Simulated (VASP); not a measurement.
**PbSe (Clausthalite): single point with PBEsol**

The system is PbSe (Clausthalite), a slab with vacuum.

```
CELL_PARAMETERS angstrom
4.31555 0.00000 0.00000
0.00000 4.31555 0.00000
0.00000 0.00000 18.05155
ATOMIC_POSITIONS crystal
Pb 0.50000 0.50000 0.41548
Pb 0.00000 0.00000 0.58452
Se 0.00000 0.00000 0.41548
Se 0.50000 0.50000 0.58452
```

```
Program             : VASP 6.6.1
Task                : single point
Functional          : PBEsol
Potentials or basis : VASP PAW PBE potentials, release 64 (Pb_d, Se)
Cutoff              : 520 eV
k mesh              : 8 × 8 × 1
Occupations         : gaussian, width 0.05 eV
Spin                : no spin polarisation
```

```json
{
 "Largest force": "0.724 eV/Å",
 "Band gap on the k mesh": "1.32 eV, direct"
}
```

Forces on the atoms (eV/Å):
```
Pb   0.000  0.000  0.724
Pb   0.000  0.000 -0.724
Se   0.000  0.000  0.529
Se   0.000  0.000 -0.529
```

Levels at points of the mesh, in eV from the valence-band top:
```csv
k point,band 18,band 19,band 20,band 21,band 22,band 23
"(0.00, 0.00, 0.00)",-1.66,-1.66,-0.69,1.70,3.79,4.37
"(0.50, 0.00, 0.00)",-0.90,0.00,0.00,1.32,1.32,2.34
"(0.50, 0.50, 0.00)",-3.23,-1.43,-1.43,2.96,2.96,4.89
```

It took 2.1 min on 1 thread of Intel(R) Xeon(R) Platinum 8488C (Sapphire Rapids) (shared host), peak memory 0.43 GiB.

Caveat: the PAW data sets were made with another functional, which shifts forces and pressure a little; spin-orbit coupling is left out, which moves the levels of the heavy elements.
